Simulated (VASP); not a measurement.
# Tl (I4/mmm) in VASP: single point with PBE+D3(BJ)

Aim: the single point of Tl with PBE+D3(BJ).

Program: VASP 6.6.1. These are calculated values, not measurements. Logs are shortened: lines on timing, memory, paths and dates and some standing lists are left out, and cuts for length are marked.

### 1 The cell of the first run

It takes space group I4/mmm (No. 139, tetragonal). The conventional cell has a = 3.536 Å, b = 3.536 Å, c = 4.800 Å, α = 90.00°, β = 90.00°, γ = 90.00°. Within 4.6 Å of Tl (site symmetry 4/mmm) lie 12 Tl at 3.47 to 3.54 Å.

### 2 Single point, PBE+D3(BJ)

Input file INCAR:

```
ALGO = Fast
EDIFF = 1E-6
ENCUT = 520
GGA = PE
ISIF = 2
ISMEAR = 0
IVDW = 12
LASPH = T
LCHARG = F
LREAL = F
LWAVE = F
NBANDS = 12
NELM = 60
PREC = Accurate
SIGMA = 0.15
```

Input file KPOINTS:

```
k-points
0
Gamma
  18 18 18
```

Input file POSCAR:

```
Tl
1.0
    0.0000000000      2.5001309282      2.4001256911
    2.5001309282      0.0000000000      2.4001256911
    2.5001309282      2.5001309282      0.0000000000
Tl
1
Direct
    0.0000000000      0.0000000000      0.0000000000
```

Potentials or basis: VASP PAW PBE potentials, release 64 (Tl_d).

On the command line:

```sh
$ cat potpaw_PBE.64/Tl_d/POTCAR > POTCAR
$ mpirun -np 1 vasp_std > vasp.out
```

OUTCAR:

```text
EDIFF = 1E-6
   ENCUT = 520
   GGA = PE
   ISIF = 2
   ISMEAR = 0
   IVDW = 12
   LASPH = T
   LREAL = F
   NELM = 60
   PREC = Accurate
 IVDW          = 12

 ion  position               nearest neighbor table
   1  0.000  0.000  0.000-

  LATTYP: Found a body centered tetragonal cell.
 ALAT       =     3.5357190664
 C/A-ratio  =     1.3576450199

  Lattice vectors:

 A1 = (   0.0000000000,  -2.5001309282,  -2.4001256911)
 A2 = (   0.0000000000,   2.5001309282,  -2.4001256911)
 A3 = (   2.5001309282,   0.0000000000,   2.4001256911)

Analysis of symmetry for initial positions (statically):
=====================================================================
 Subroutine PRICEL returns:
 Original cell was already a primitive cell.

 Routine SETGRP: Setting up the symmetry group for a
 body centered tetragonal supercell.

 Subroutine GETGRP returns: Found 16 space group operations
 (whereof 16 operations were pure point group operations)
 out of a pool of 16 trial point group operations.

The static configuration has the point symmetry D_4h.

Analysis of symmetry for dynamics (positions and initial velocities):
=====================================================================
 Subroutine PRICEL returns:
 Original cell was already a primitive cell.

 Routine SETGRP: Setting up the symmetry group for a
 body centered tetragonal supercell.

 Subroutine GETGRP returns: Found 16 space group operations
 (whereof 16 operations were pure point group operations)
 out of a pool of 16 trial point group operations.

The dynamic configuration has the point symmetry D_4h.

 Subroutine INISYM returns: Found 16 space group operations
 (whereof 16 operations are pure point group operations),
 and found     1 'primitive' translations

----------------------------------------------------------------------------------------

                                     Primitive cell

  volume of cell :      30.0047

  direct lattice vectors                    reciprocal lattice vectors
     0.000000000  2.500130928  2.400125691    -0.199989526  0.199989526  0.208322423
     2.500130928  0.000000000  2.400125691     0.199989526 -0.199989526  0.208322423
     2.500130928  2.500130928  0.000000000     0.199989526  0.199989526 -0.208322423

  length of vectors
     3.465726185  3.465726185  3.535719066     0.351268919  0.351268919  0.351268919

  position of ions in fractional coordinates (direct lattice)
     0.000000000  0.000000000  0.000000000

  ion indices of the primitive-cell ions
   primitive index   ion index
                 1           1

----------------------------------------------------------------------------------------

 KPOINTS: k-points

Automatic generation of k-mesh.
 Grid dimensions read from file:
 generate k-points for:   18   18   18

 Generating k-lattice:

  Cartesian coordinates                     Fractional coordinates (reciprocal lattice)
    -0.011110529  0.011110529  0.011573468     0.055555556 -0.000000000  0.000000000
     0.011110529 -0.011110529  0.011573468    -0.000000000  0.055555556  0.000000000
     0.011110529  0.011110529 -0.011573468     0.000000000  0.000000000  0.055555556

  Length of vectors
     0.019514940  0.019514940  0.019514940

  Shift w.r.t. Gamma in fractional coordinates (k-lattice)
     0.000000000  0.000000000  0.000000000

 Subroutine IBZKPT returns following result:
 ===========================================

 Found    480 irreducible k-points:

 Following reciprocal coordinates:
            Coordinates               Weight
  0.000000  0.000000  0.000000      1.000000
  0.055556  0.000000  0.000000      8.000000
  0.111111  0.000000  0.000000      8.000000
  0.166667  0.000000  0.000000      8.000000
  0.222222  0.000000  0.000000      8.000000
  0.277778  0.000000  0.000000      8.000000
[... 16 lines left out ...]
 -0.277778  0.055556  0.000000      8.000000
 -0.222222  0.055556  0.000000      8.000000
 [... further k-points ...]
   k-points           NKPTS =    480   k-points in BZ     NKDIM =    480   number of bands    NBANDS=     12
   number of dos      NEDOS =    301   number of ions     NIONS =      1
   total plane-waves  NPLWV =  21952
   dimension x,y,z NGX =    28 NGY =   28 NGZ =   28
   dimension x,y,z NGXF=    56 NGYF=   56 NGZF=   56
   ions per type =               1
   NGX,Y,Z   is equivalent  to a cutoff of  13.43, 13.43, 13.17 a.u.
   NGXF,Y,Z  is equivalent  to a cutoff of  26.86, 26.86, 26.33 a.u.
 SYSTEM =  unknown system
   PREC   = accura    normal or accurate (medium, high low for compatibility)
   ISTART =      0    job   : 0-new  1-cont  2-samecut
   ICHARG =      2    charge: 1-file 2-atom 10-const
   ISPIN  =      1    spin polarized calculation?
   LNONCOLLINEAR =      F non collinear calculations
   LSORBIT =      F    spin-orbit coupling
   LASPH  =      T    aspherical Exc in radial PAW
   ENCUT  =  520.0 eV  38.22 Ry    6.18 a.u.   6.44  6.44  6.57*2*pi/ulx,y,z
   NELM   =     60;   NELMIN=  2; NELMDL= -5     # of ELM steps
   EDIFF  = 0.1E-05   stopping-criterion for ELM
   LREAL  =      F    real-space projection
[... 7 lines left out ...]
   TEBEG  =    0.0;   TEEND  =   0.0 temperature during run
   PSTRESS=    0.0 pullay stress
   NELECT =      13.0000    total number of electrons
   NUPDOWN=      -1.0000    fix difference up-down
   EMIN   =  10.00;   EMAX   =-10.00  energy-range for DOS
   EFERMI =   0.00;   METHOD = LEGACY
   ISMEAR =     0;   SIGMA  =   0.15  broadening in eV -4-tet -1-fermi 0-gaus
   EFERMI_NEDOS =   21; number of points for ismear=-14 and -15
   IALGO  =     68    algorithm
   IMIX   =      4    mixing-type and parameters
     AMIX     =   0.40;   BMIX     =  1.00
     AMIX_MAG =   1.60;   BMIX_MAG =  1.00
  volume/ion in A,a.u.               =      30.00       202.48
  Fermi-wavevector in a.u.,A,eV,Ry     =   1.238776  2.340947 20.879038  1.534566
  Thomas-Fermi vector in A             =   2.373287
   LORBIT       =      0    0 simple, 1 ext, 2 COOP (PROOUT), +10 PAW based schemes
   GGA     = PE    functional components
   LHFCALC =     F    Hartree Fock is set to
   AEXX    =    0.0000 exact exchange contribution
   IVDW    =    12    specifies the selected vdW correction
   LEPSILON=     F    determine dielectric tensor
   LRPA    =     F    only Hartree local field effects (RPA)
 non-spin polarized calculation
 RMM-DIIS sequential band-by-band and
 Gauss-broadening in eV      SIGMA  =   0.15
  energy-cutoff  :      520.00
  volume of cell :       30.00
 maximum number of plane-waves:       833
 NGX is ok and might be reduce to    28
   NGX = 13   NGY = 13   NGZ = 13

 number of electron      12.9999998 magnetization

 Free energy of the ion-electron system (eV)
  ---------------------------------------------------
  ext. energy  EPLUGINS =         0.00000000
  ---------------------------------------------------
  free energy    TOTEN  =        -2.20622660 eV

  energy without entropy =       -2.19955929  energy(sigma->0) =       -2.20289295

 E-fermi :   6.0397     XC(G=0):  -9.9531

 val. band max:        6.0370783338   @ k =  -0.2778   0.4444   0.2778
 cond. band min:       6.0407871028   @ k =  -0.2222   0.3333   0.2222
 fundamental gap:      0.0037087690
 Fermi energy:         6.0396756681

 k-point     1 :       0.0000    0.0000    0.0000
  band No.  band energies     occupation
      1      -5.4954      2.00000
      2      -5.4954      2.00000
      3      -5.4195      2.00000
      4      -5.2630      2.00000
      5      -5.1933      2.00000
      6      -3.6443      2.00000
      7      15.8955      0.00000
      8      15.9988      0.00000
      9      15.9988      0.00000
     10      16.9798      0.00000
     11      19.8554      0.00000
     12      20.7104      0.00000

 k-point     2 :       0.0556    0.0000    0.0000
  band No.  band energies     occupation
      1      -5.4935      2.00000
      2      -5.4876      2.00000
      3      -5.4161      2.00000
      4      -5.2632      2.00000
      5      -5.1955      2.00000
      6      -3.5811      2.00000
      7      15.1321      0.00000
      8      15.8735      0.00000
      9      15.9081      0.00000
     10      16.9146      0.00000
     11      20.1424      0.00000
     12      20.8495      0.00000

 k-point     3 :       0.1111    0.0000    0.0000
  band No.  band energies     occupation
      1      -5.4926      2.00000
      2      -5.4680      2.00000
      3      -5.4052      2.00000
      4      -5.2607      2.00000
      5      -5.1997      2.00000
      6      -3.3891      2.00000
      7      13.4691      0.00000
      8      15.6608      0.00000
      9      15.7028      0.00000
     10      16.8573      0.00000
     11      20.3105      0.00000
     12      21.0723      0.00000
[... 286 lines left out ...]
 k-point    23 :      -0.2778    0.0556    0.0000
  band No.  band energies     occupation
      1      -5.5559      2.00000
      2      -5.4423      2.00000
      3      -5.3890      2.00000
      4      -5.1664      2.00000
      5      -5.1144      2.00000
      6      -1.7506      2.00000
      7       7.7116      0.00000
      8      13.7703      0.00000
      9      14.8188      0.00000
     10      16.7362      0.00000
     11      18.2438      0.00000
     12      19.2688      0.00000

 k-point    24 :      -0.2222    0.0556    0.0000
  band No.  band energies     occupation
      1      -5.5302      2.00000
      2      -5.4313      2.00000
      3      -5.3771      2.00000
      4      -5.2266      2.00000
      5      -5.1505      2.00000
      6      -2.3806      2.00000
      7       9.3825      0.00000
      8      13.9623      0.00000
      9      15.3256      0.00000
     10      16.9697      0.00000
     11      18.5229      0.00000
     12      19.5191      0.00000

 [... further k-points ...]

------------------------ aborting loop because EDIFF is reached ----------------------------------------

 Edisp (eV)   -0.32612

 E8    (eV) :    -0.1705

  FORCE on cell =-STRESS in cart. coord.  units (eV):
  Direction    XX          YY          ZZ          XY          YZ          ZX
  --------------------------------------------------------------------------------------
  -------------------------------------------------------------------------------------
  Total      -0.14818    -0.14818    -0.13141     0.00000     0.00000     0.00000
  in kB      -7.91252    -7.91252    -7.01695     0.00000     0.00000     0.00000
  external pressure =       -7.61 kB  Pullay stress =        0.00 kB

 VOLUME and BASIS-vectors are now :
 -----------------------------------------------------------------------------
  energy-cutoff  :      520.00
  volume of cell :       30.00
      direct lattice vectors                 reciprocal lattice vectors
     0.000000000  2.500130928  2.400125691    -0.199989526  0.199989526  0.208322423
     2.500130928  0.000000000  2.400125691     0.199989526 -0.199989526  0.208322423
     2.500130928  2.500130928  0.000000000     0.199989526  0.199989526 -0.208322423

 POSITION                                       TOTAL-FORCE (eV/Angst)
 -----------------------------------------------------------------------------------
      0.00000      0.00000      0.00000         0.000000      0.000000      0.000000
 -----------------------------------------------------------------------------------
    total drift:                               -0.000000     -0.000000     -0.000000

  FREE ENERGIE OF THE ION-ELECTRON SYSTEM (eV)
  ---------------------------------------------------
  free  energy   TOTEN  =        -2.5323507571 eV

  energy  without entropy=       -2.5256834538  energy(sigma->0) =       -2.52901711
```

Wall time 58 s (1 thread of Intel Xeon 6975P-C (Granite Rapids), shared host); peak memory 0.29 GiB.

What came out:

```
Free energy                : -2.5324 eV
Pressure                   : -0.8 GPa
Dispersion energy per atom : -0.326 eV
```

Stress tensor (GPa, compression positive):
```
-0.79  0.00  0.00
 0.00 -0.79  0.00
 0.00  0.00 -0.70
```

Caveat: spin-orbit coupling is left out, which moves the levels of the heavy elements; pairwise dispersion overbinds metals, which lowers pressure and volume.
